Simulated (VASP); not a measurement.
Wanted: the native input for a VASP 6.6.1 run.

| Item | Value |
| --- | --- |
| Task | relaxation of the atoms |
| Functional | PBE |
| Potentials or basis | VASP PAW PBE potentials, release 64 (Si, Ga_d, Co) |
| Cutoff | 520 eV |
| k mesh | 5 × 5 × 5 |
| Occupations | fermi-dirac, width 0.1 eV |
| Spin | non-collinear spin, zero start, spin-orbit coupling |
| Starting moments | [[0.0, 0.0, 0.0], [0.0, 0.0, 0.0], [0.0, 0.0, 0.0], [0.0, 0.0, 0.0], [0.0, 0.0, 0.0]] μB |
| Dipole correction | no |
| Further INCAR settings | ALGO = Normal; EDIFF = 1e-07; IBRION = 2; EDIFFG = -0.03; NSW = 60 |

The structure of GaCo2Si2 lies in POSCAR:

```
GaCo2Si2
1.0
    0.0000000000      3.7051720000      0.0000000000
    3.7051720000      0.0000000000      0.0000000000
    1.8525860000      1.8525860000     -4.7874590000
Si Ga Co
2 1 2
Direct
    0.3750000000      0.3750000000      0.2500000000
    0.6250000000      0.6250000000      0.7500000000
    0.0000000000      0.0000000000      0.0000000000
    0.7500000000      0.2500000000      0.5000000000
    0.2500000000      0.7500000000      0.5000000000
```

One way to write it, as run:

INCAR

```
SYSTEM = GaCo2Si2
  PREC = Accurate
  ENCUT = 520
  EDIFF = 1E-7
  ISMEAR = -1
  SIGMA = 0.1
  LREAL = .False.
  LASPH = .True.
  NELM = 150
  ALGO = Normal
  ISIF = 2
  LWAVE = .False.
  LCHARG = .False.
  MAGMOM = 0 0 0 0 0 0 0 0 0 0 0 0 0 0 0
  LORBIT = 11
  LSORBIT = .True.
  GGA_COMPAT = .False.
  LORBMOM = .True.
  LMAXMIX = 4
  GGA = PE
  IBRION = 2
  NSW = 60
  EDIFFG = -0.03
  KPAR = 2
```

KPOINTS

```
Automatic mesh
0
Gamma
  5 5 5
  0 0 0
```

Potentials or basis: VASP PAW PBE potentials, release 64 (Si, Ga_d, Co).

Run with:

```console
$ cat potpaw_PBE.64/Si/POTCAR potpaw_PBE.64/Ga_d/POTCAR potpaw_PBE.64/Co/POTCAR > POTCAR
$ mpirun -np 2 vasp_ncl > vasp.out
```

It gave:

* Energy gained by relaxing: 9.7 meV/atom
* Ionic steps: 3
* Pressure after relaxing: 7.3 GPa
* Net moment: 0.00 μB per cell
* Valence electrons inside the program's atomic spheres: Si 1.71; Ga 11.47; Co 8.57

Caveat: the k points lie up to 0.36 Å⁻¹ apart.

Wall time 2.1 min on 2 MPI ranks on Intel(R) Xeon(R) Platinum 8488C (Sapphire Rapids), on a shared host, peak memory 0.36 GiB a rank.
